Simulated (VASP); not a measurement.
AlIr:

```
CELL_PARAMETERS angstrom
2.99455 0.00000 0.00000
0.00000 2.99455 0.00000
0.00000 0.00000 2.99455
ATOMIC_POSITIONS crystal
Al 0.00000 0.00000 0.00000
Ir 0.50000 0.50000 0.50000
```

| Property | Result |
| --- | --- |
| Program | VASP 6.6.1 |
| Task | relaxation of cell and atoms |
| Functional | LDA |
| Potentials or basis | VASP PAW LDA potentials, release 64 (Al, Ir) |
| Cutoff | 600 eV |
| k mesh | 14 × 14 × 14 |
| Occupations | fermi-dirac, width 0.1 eV |
| Spin | no spin polarisation |

At the start: pressure -5.0 GPa; volume 13.43 Å³/atom.

Question: How do energy, volume and symmetry change on relaxing?

Answer: Over 6 steps the energy falls by 4.2 meV/atom and the volume is 13.16 Å³/atom (-2.0 %); space group Pm-3m (No. 221, to 0.05 Å).

Step by step:
| step | energy change (eV) | largest force (eV/Å) | pressure (GPa) | volume (Å³) |
| --- | --- | --- | --- | --- |
| 1 | 0.0000 | 0.0000 | -4.96 | 26.85 |
| 2 | 0.0280 | 0.0000 | 11.56 | 25.27 |
| 3 | -0.0084 | 0.0000 | -0.07 | 26.33 |
| 4 | -0.0084 | 0.0000 | 0.03 | 26.32 |
| 5 | -0.0084 | 0.0000 | -0.04 | 26.32 |
| 6 | -0.0084 | 0.0000 | 0.00 | 26.32 |

Final structure:
```yaml
crystal:
  lattice:
    - [2.97456, 0.00000, 0.00000]
    - [0.00000, 2.97456, 0.00000]
    - [0.00000, 0.00000, 2.97456]
  atoms:
    - { symbol: Al, position: [0.00000, 0.00000, 0.00000] }
    - { symbol: Ir, position: [0.50000, 0.50000, 0.50000] }
```
